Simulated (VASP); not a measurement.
# SiC (R3m) in VASP: further runs

The runs below take SiC through single point, with PBE.

Program: VASP 6.6.1. These are calculated values, not measurements. Logs are shortened: lines on timing, memory, paths and dates and some standing lists are left out, and cuts for length are marked.

### 1 The cell of the first run

It takes space group R3m (No. 160, trigonal). The conventional cell has a = 3.121 Å, b = 3.121 Å, c = 8.065 Å, α = 90.00°, β = 90.00°, γ = 120.00°. Within 2.6 Å of Si (site symmetry 3m) lie 4 C at 1.92 to 2.02 Å. C (site symmetry 3m) has 4 Si at 1.92 to 2.02 Å within 2.6 Å.

### 2 Single point, PBE

Contents of INCAR:

```
PREC     = Accurate       # precision mode
ENCUT    = 520            # plane-wave cutoff, eV
EDIFF    = 1E-7           # SCF threshold, eV
ISMEAR   = 0              # smearing method
SIGMA    = 0.05           # smearing width, eV
LREAL    = F              # projectors in reciprocal space
LASPH    = T              # aspherical terms in the spheres
NELM     = 80             # most SCF steps
ALGO     = Normal         # electronic algorithm
ISIF     = 2              # what is computed and relaxed
LWAVE    = F              # write WAVECAR
LCHARG   = F              # write CHGCAR
GGA      = PE             # functional
NBANDS   = 11             # bands
```

Contents of KPOINTS:

```
Automatic mesh
0
Gamma
  12 12 12
```

Contents of POSCAR:

```
SiC
1.0
    0.0000000000      2.2070559999      2.2070559999
    2.2070559999      0.0000000000      2.2070559999
    2.2878342495      2.2878342495     -0.0807782496
Si C
1 1
Direct
    0.0000000000      0.0000000000      0.0000000000
    0.7500000000      0.7500000000      0.7500000000
```

Potentials or basis: VASP PAW PBE potentials, release 64 (Si, C).

Launch:

```
> cat potpaw_PBE.64/Si/POTCAR potpaw_PBE.64/C/POTCAR > POTCAR
> mpirun -np 1 vasp_std > vasp.out
```

OUTCAR:

```text
PREC = Accurate
   ENCUT = 520
   EDIFF = 1E-7
   ISMEAR = 0
   LREAL = F
   LASPH = T
   NELM = 80
   ISIF = 2
   GGA = PE

 ion  position               nearest neighbor table
   1  0.000  0.000  0.000-   2 1.92   2 1.92   2 1.92   2 2.02
   2  0.750  0.750  0.750-   1 1.92   1 1.92   1 1.92   1 2.02

  LATTYP: Found a trigonal (rhomboedric) cell.
 ALAT       =     3.2364944356
 COS(alpha) =     0.5349742777

  Lattice vectors:

 A1 = (   2.2878342495,   0.0807782496,  -2.2878342495)
 A2 = (   0.0807782496,   2.2878342495,  -2.2878342495)
 A3 = (   2.2878342495,   2.2878342495,  -0.0807782496)

Analysis of symmetry for initial positions (statically):
=====================================================================
 Subroutine PRICEL returns:
 Original cell was already a primitive cell.

 Routine SETGRP: Setting up the symmetry group for a
 trigonal (rhombohedral) supercell.

 Subroutine GETGRP returns: Found  6 space group operations
 (whereof  6 operations were pure point group operations)
 out of a pool of 12 trial point group operations.

The static configuration has the point symmetry C_3v.

Analysis of symmetry for dynamics (positions and initial velocities):
=====================================================================
 Subroutine PRICEL returns:
 Original cell was already a primitive cell.

 Routine SETGRP: Setting up the symmetry group for a
 trigonal (rhombohedral) supercell.

 Subroutine GETGRP returns: Found  6 space group operations
 (whereof  6 operations were pure point group operations)
 out of a pool of 12 trial point group operations.

The dynamic configuration has the point symmetry C_3v.

 Subroutine INISYM returns: Found  6 space group operations
 (whereof  6 operations are pure point group operations),
 and found     1 'primitive' translations

----------------------------------------------------------------------------------------

                                     Primitive cell

  volume of cell :      22.6820

  direct lattice vectors                    reciprocal lattice vectors
     0.000000000  2.207056000  2.207056000    -0.222616097  0.230476167  0.222616097
     2.207056000  0.000000000  2.207056000     0.230476167 -0.222616097  0.222616097
     2.287834249  2.287834249 -0.080778250     0.214756026  0.214756026 -0.214756026

  length of vectors
     3.121248528  3.121248528  3.236494436     0.390173188  0.390173188  0.371968349

  position of ions in fractional coordinates (direct lattice)
     0.000000000  0.000000000  0.000000000
     0.750000000  0.750000000  0.750000000

  ion indices of the primitive-cell ions
   primitive index   ion index
                 1           1
                 2           2

----------------------------------------------------------------------------------------

 KPOINTS: Automatic mesh

Automatic generation of k-mesh.
 Grid dimensions read from file:
 generate k-points for:   12   12   12

 Generating k-lattice:

  Cartesian coordinates                     Fractional coordinates (reciprocal lattice)
    -0.018551341  0.019206347  0.018551341     0.083333333  0.000000000  0.000000000
     0.019206347 -0.018551341  0.018551341     0.000000000  0.083333333  0.000000000
     0.017896336  0.017896336 -0.017896336     0.000000000  0.000000000  0.083333333

  Length of vectors
     0.032514432  0.032514432  0.030997362

  Shift w.r.t. Gamma in fractional coordinates (k-lattice)
     0.000000000  0.000000000  0.000000000

 Subroutine IBZKPT returns following result:
 ===========================================

 Found    189 irreducible k-points:

 Following reciprocal coordinates:
            Coordinates               Weight
  0.000000  0.000000  0.000000      1.000000
  0.083333  0.000000  0.000000      6.000000
  0.166667  0.000000  0.000000      6.000000
  0.250000  0.000000  0.000000      6.000000
  0.333333  0.000000  0.000000      6.000000
  0.416667  0.000000  0.000000      6.000000
[... 16 lines left out ...]
  0.500000  0.166667  0.000000     12.000000
 -0.416667  0.166667  0.000000     12.000000
 [... further k-points ...]
   k-points           NKPTS =    189   k-points in BZ     NKDIM =    189   number of bands    NBANDS=     11
   number of dos      NEDOS =    301   number of ions     NIONS =      2
   total plane-waves  NPLWV =  13824
   dimension x,y,z NGX =    24 NGY =   24 NGZ =   24
   dimension x,y,z NGXF=    48 NGYF=   48 NGZF=   48
   ions per type =               1   1
   NGX,Y,Z   is equivalent  to a cutoff of  12.78, 12.78, 12.33 a.u.
   NGXF,Y,Z  is equivalent  to a cutoff of  25.57, 25.57, 24.66 a.u.
 SYSTEM =  unknown system
   PREC   = accura    normal or accurate (medium, high low for compatibility)
   ISTART =      0    job   : 0-new  1-cont  2-samecut
   ICHARG =      2    charge: 1-file 2-atom 10-const
   ISPIN  =      1    spin polarized calculation?
   LNONCOLLINEAR =      F non collinear calculations
   LSORBIT =      F    spin-orbit coupling
   LASPH  =      T    aspherical Exc in radial PAW
   ENCUT  =  520.0 eV  38.22 Ry    6.18 a.u.   5.80  5.80  6.02*2*pi/ulx,y,z
   NELM   =     80;   NELMIN=  2; NELMDL= -5     # of ELM steps
   EDIFF  = 0.1E-06   stopping-criterion for ELM
   LREAL  =      F    real-space projection
   EDIFFG = 0.1E-05   stopping-criterion for IOM
   NSW    =      0    number of steps for IOM
   IBRION =     -1    ionic relax: 0-MD 1-quasi-New 2-CG
   NFREE  =      0    steps in history (QN), initial steepest desc. (CG)
   ISIF   =      2    stress and relaxation
   ISYM   =      2    0-nonsym 1-usesym 2-fastsym
   POTIM  = 0.5000    time-step for ionic-motion
   TEBEG  =    0.0;   TEEND  =   0.0 temperature during run
   PSTRESS=    0.0 pullay stress
   NELECT =       8.0000    total number of electrons
   NUPDOWN=      -1.0000    fix difference up-down
   EMIN   =  10.00;   EMAX   =-10.00  energy-range for DOS
   EFERMI =   0.00;   METHOD = LEGACY
   ISMEAR =     0;   SIGMA  =   0.05  broadening in eV -4-tet -1-fermi 0-gaus
   EFERMI_NEDOS =   21; number of points for ismear=-14 and -15
   IALGO  =     38    algorithm
   IMIX   =      4    mixing-type and parameters
     AMIX     =   0.40;   BMIX     =  1.00
     AMIX_MAG =   1.60;   BMIX_MAG =  1.00
  volume/ion in A,a.u.               =      11.34        76.53
  Fermi-wavevector in a.u.,A,eV,Ry     =   1.156674  2.185797 18.203169  1.337895
  Thomas-Fermi vector in A             =   2.293292
   LORBIT       =      0    0 simple, 1 ext, 2 COOP (PROOUT), +10 PAW based schemes
   GGA     = PE    functional components
   LHFCALC =     F    Hartree Fock is set to
   AEXX    =    0.0000 exact exchange contribution
   IVDW    =     0    specifies the selected vdW correction
   LEPSILON=     F    determine dielectric tensor
   LRPA    =     F    only Hartree local field effects (RPA)
 non-spin polarized calculation
 Gauss-broadening in eV      SIGMA  =   0.05
  energy-cutoff  :      520.00
  volume of cell :       22.68
 maximum number of plane-waves:       622
   NGX = 11   NGY = 11   NGZ = 13

 number of electron       8.0000000 magnetization

 Free energy of the ion-electron system (eV)
  ---------------------------------------------------
  ext. energy  EPLUGINS =         0.00000000
  ---------------------------------------------------
  free energy    TOTEN  =       -14.92650619 eV

  energy without entropy =      -14.92650619  energy(sigma->0) =      -14.92650619

 E-fermi :   7.4390     XC(G=0): -10.9586

 val. band max:        7.2000131836   @ k =   0.0000   0.0000   0.0000
 cond. band min:       8.4990146622   @ k =   0.5000   0.5000   0.0000
 fundamental gap:      1.2990014786
 Fermi energy:         7.4389813137

 k-point     1 :       0.0000    0.0000    0.0000
  band No.  band energies     occupation
      1      -7.6018      2.00000
      2       6.9124      2.00000
      3       7.2000      2.00000
      4       7.2000      2.00000
      5      11.6797      0.00000
      6      13.7062      0.00000
      7      14.1928      0.00000
      8      14.1928      0.00000
      9      21.1201      0.00000
     10      21.1201      0.00000
     11      22.2200      0.00000

 k-point     2 :       0.0833    0.0000    0.0000
  band No.  band energies     occupation
      1      -7.4720      2.00000
      2       6.4523      2.00000
      3       6.8694      2.00000
      4       7.0929      2.00000
      5      11.8941      0.00000
      6      13.9338      0.00000
      7      14.2659      0.00000
      8      14.3650      0.00000
      9      20.2488      0.00000
     10      20.4937      0.00000
     11      22.5424      0.00000

 k-point     3 :       0.1667    0.0000    0.0000
  band No.  band energies     occupation
      1      -7.0868      2.00000
      2       4.9049      2.00000
      3       6.6284      2.00000
      4       6.8285      2.00000
      5      12.0827      0.00000
      6      13.9723      0.00000
      7      14.6966      0.00000
      8      15.0615      0.00000
      9      19.3267      0.00000
     10      19.8519      0.00000
     11      22.0488      0.00000

 k-point     4 :       0.2500    0.0000    0.0000
  band No.  band energies     occupation
      1      -6.4610      2.00000
      2       3.0832      2.00000
      3       6.3712      2.00000
      4       6.5181      2.00000
      5      11.9385      0.00000
      6      14.0292      0.00000
      7      14.7898      0.00000
      8      15.8930      0.00000
      9      19.2653      0.00000
     10      20.0849      0.00000
     11      21.4965      0.00000
[... 239 lines left out ...]
 k-point    22 :       0.4167    0.1667    0.0000
  band No.  band energies     occupation
      1      -4.9517      2.00000
      2       1.0577      2.00000
      3       4.7863      2.00000
      4       5.1969      2.00000
      5      11.3651      0.00000
      6      14.3169      0.00000
      7      15.6806      0.00000
      8      16.3105      0.00000
      9      19.7347      0.00000
     10      23.2318      0.00000
     11      24.2581      0.00000

 k-point    23 :       0.5000    0.1667    0.0000
  band No.  band energies     occupation
      1      -4.1224      2.00000
      2      -0.1948      2.00000
      3       4.3636      2.00000
      4       5.2901      2.00000
      5      11.4043      0.00000
      6      14.0888      0.00000
      7      15.3294      0.00000
      8      17.3182      0.00000
      9      20.3541      0.00000
     10      23.3054      0.00000
     11      24.4610      0.00000

 k-point    24 :      -0.4167    0.1667    0.0000
  band No.  band energies     occupation
      1      -3.9181      2.00000
      2      -0.4703      2.00000
      3       4.1046      2.00000
      4       5.5380      2.00000
      5      11.6725      0.00000
      6      13.8927      0.00000
      7      15.0498      0.00000
      8      17.5314      0.00000
      9      21.0402      0.00000
     10      21.7825      0.00000
     11      24.4758      0.00000

 [... further k-points ...]
[... 5 lines left out ...]
  --------------------------------------------------------------------------------------
  -------------------------------------------------------------------------------------
  Total       -1.8896549     -1.8896549     -1.8896549     -1.0374456      1.0374456      1.0374456
  in kB     -133.4786298   -133.4786298   -133.4786298    -73.2815396     73.2815396     73.2815396
  external PRESSURE =    -133.4786298 kB  Pullay stress =       0.0000000 kB

 VOLUME and BASIS-vectors are now :
 -----------------------------------------------------------------------------
  energy-cutoff  :      520.00
  volume of cell :       22.68
      direct lattice vectors                 reciprocal lattice vectors
     0.000000000  2.207056000  2.207056000    -0.222616097  0.230476167  0.222616097
     2.207056000  0.000000000  2.207056000     0.230476167 -0.222616097  0.222616097
     2.287834249  2.287834249 -0.080778250     0.214756026  0.214756026 -0.214756026

 POSITION                                       TOTAL-FORCE (eV/Angst)
 -----------------------------------------------------------------------------------
      0.00000      0.00000      0.00000         0.072398      0.072398     -0.072398
      3.37117      3.37117      3.25000        -0.072398     -0.072398      0.072398
 -----------------------------------------------------------------------------------
    total drift:                                0.000034      0.000034     -0.000034

  FREE ENERGIE OF THE ION-ELECTRON SYSTEM (eV)
  ---------------------------------------------------
  free  energy   TOTEN  =       -14.9265061907 eV

  energy  without entropy=      -14.9265061907  energy(sigma->0) =      -14.92650619
```

Run time: 25 s. Hardware: 1 thread of AMD EPYC 9R45 (Zen 5), shared host; peak memory 0.14 GiB.

What came out:

```
Free energy            : -14.9265 eV
Pressure               : -13.3 GPa
Largest force          : 0.125 eV/Å
Band gap on the k mesh : 1.30 eV, indirect (least direct gap 4.15 eV)
```

Forces on the atoms (eV/Å):
```
Si   0.072  0.072 -0.072
C   -0.072 -0.072  0.072
```

Stress tensor (GPa, compression positive):
```
-13.35  -7.33   7.33
 -7.33 -13.35   7.33
  7.33   7.33 -13.35
```

Levels at points of the mesh, in eV from the valence-band top:
| k point | band 2 | band 3 | band 4 | band 5 | band 6 | band 7 |
| --- | --- | --- | --- | --- | --- | --- |
| (0.00, 0.00, 0.00) | -0.29 | 0.00 | 0.00 | 4.48 | 6.51 | 6.99 |
| (0.50, 0.00, 0.00) | -8.12 | -1.22 | -1.19 | 4.23 | 6.33 | 7.01 |
| (0.50, 0.50, 0.00) | -7.60 | -3.32 | -2.85 | 1.30 | 3.99 | 12.56 |
| (0.00, 0.00, 0.50) | -8.18 | -0.84 | -0.84 | 5.26 | 7.17 | 7.17 |

(Continued in part 2 of 2.)
